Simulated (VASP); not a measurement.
**AgCl: single point with PBE**

Crystal: AgCl.

```xyz
2
Lattice="3.3956 -0.0910 0.0000 -0.0910 3.3956 0.0000 0.0000 0.0000 3.3956" Properties=species:S:1:pos:R:3 pbc="T T T"
Ag    0.0000    0.0000    0.0000
Cl    1.6523    1.6523    1.6978
```

This cell differs from its parent crystal: shear xy strain -5.4%.

```yaml
Program: VASP 6.6.1
Task: single point
Functional: PBE
Potentials_or_basis: VASP PAW PBE potentials, release 64 (Ag, Cl)
Cutoff: 520 eV
k_mesh: 8 × 8 × 8
Occupations: fermi-dirac, width 0.02 eV
Spin: no spin polarisation
```

```yaml
Pressure: 1.6 GPa
Band_gap_on_the_k_mesh: 0.43 eV (least direct gap 2.10 eV)
```

Stress tensor (GPa, compression positive):
```
 1.58 -0.57  0.00
-0.57  1.58  0.00
 0.00  0.00  1.59
```

Levels at points of the mesh, in eV from the valence-band top:
```tsv
k point	band 5	band 6	band 7	band 8	band 9	band 10	band 11	band 12	band 13	band 14
(0.00, 0.00, 0.00)	-2.04	-2.00	-1.91	-1.80	-1.67	0.43	9.23	9.24	13.36	13.75
(0.50, 0.00, 0.00)	-2.84	-1.97	-1.64	-0.19	-0.16	4.74	5.53	9.00	9.84	10.02
(0.50, 0.50, 0.00)	-2.34	-2.34	-2.33	-1.71	-1.14	2.63	8.60	9.20	10.47	13.42
(0.00, 0.00, 0.50)	-2.87	-1.99	-1.63	-0.35	0.00	4.76	5.52	9.15	9.71	10.02
(0.50, 0.00, 0.50)	-2.38	-2.33	-2.29	-1.71	-1.14	2.61	8.87	8.93	10.44	13.55
(0.50, 0.50, 0.50)	-1.69	-1.69	-0.47	-0.35	-0.21	4.29	4.54	4.77	6.79	17.25
```

It took 24 s on 1 thread of Intel(R) Xeon(R) 6975P-C (Granite Rapids) (shared host), peak memory 0.18 GiB.

Caveat: the cell differs from its parent crystal (shear xy strain -5.4%). A k mesh can miss the band edges.
